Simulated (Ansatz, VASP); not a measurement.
## HfN: VASP beside Ansatz

The input INCAR:

```
SYSTEM = HfN
PREC     = Accurate       ! precision mode
ENCUT    = 520            ! plane-wave cutoff, eV
EDIFF    = 1E-7           ! SCF threshold, eV
ISMEAR   = 0              ! smearing method
SIGMA    = 0.15           ! smearing width, eV
LREAL    = .False.        ! projectors in reciprocal space
LASPH    = .True.         ! aspherical terms in the spheres
NELM     = 100            ! most SCF steps
ALGO     = Normal         ! electronic algorithm
ISIF     = 2              ! what is computed and relaxed
LWAVE    = .False.        ! write WAVECAR
LCHARG   = .False.        ! write CHGCAR
GGA      = PE             ! functional
NBANDS   = 14             ! bands
```

The input KPOINTS:

```
regular mesh
0
Gamma
  16 16 16
  0 0 0
```

POSCAR

```
HfN
1.0
    0.0000000000      2.2738140414      2.2738140414
    2.2738140414      0.0000000000      2.2738140414
    2.2738140414      2.2738140414      0.0000000000
Hf N
1 1
Direct
   -0.0003347749      0.0023434243      0.0003347749
    0.5042659601      0.4701382792      0.4957340399
```

Input for Ansatz:

```yaml
crystal:
  lattice:
    - [0.0, 2.2738140414, 2.2738140414]
    - [2.2738140414, 0.0, 2.2738140414]
    - [2.2738140414, 2.2738140414, 0.0]
  atoms:
    - { symbol: Hf, position: [-0.0003347749, 0.0023434243, 0.0003347749] }
    - { symbol: "N", position: [0.5042659601, 0.4701382792, 0.4957340399] }
basis:
  ecutwfc: 520.0
kpoints:
  mp_grid: { grid: [16, 16, 16] }
hamiltonian:
  xc: pbe
  pseudopotentials: { kind: paw, azcp: { folder: soft_1 } }
scf:
  occupations: { method: gaussian, width: 0.15 }
output:
  forces: true
  stress: true
  eigenvalues: true
```

Change from the starting cell: mode 4 frozen in at -0.078 Å and mode 6 at -0.058 Å (largest displacements).

Alike in both runs: task single point; functional PBE; k mesh 16 × 16 × 16; occupations gaussian, width 0.15 eV; no spin polarisation.

```csv
,VASP,Ansatz
version,VASP 6.6.1,Ansatz 0.2.0
potentials or method,"VASP PAW PBE potentials, release 64 (Hf_pv, N), cutoff 520 eV","scalar-relativistic, plane waves, PAW"
valence electrons in the cell,15,31
```

|  | VASP | Ansatz | Ansatz less VASP |
| --- | --- | --- | --- |
| gap on the k mesh at the Fermi level (eV) | none | none | - |
| pressure (GPa) | -0.9 | 1.4 | +2.28 |
| traceless stress, the component that is largest in VASP (GPa) | -1.32 | -1.34 | -0.017 |
| rms of the force components (eV/Å) | 0.657 | 0.658 | +0.0013 |

Atom by atom the forces differ by 0.001 eV/Å (rms over components). A gap of «none» marks a metal or a gap that the smearing closes. The functional is the same, so the differences come from potentials, cutoffs and numerics. VASP's potentials hold 15 valence electrons a cell and Ansatz's 31, so a difference there can come from the potentials and not from the codes.

Spin-orbit coupling is off throughout.
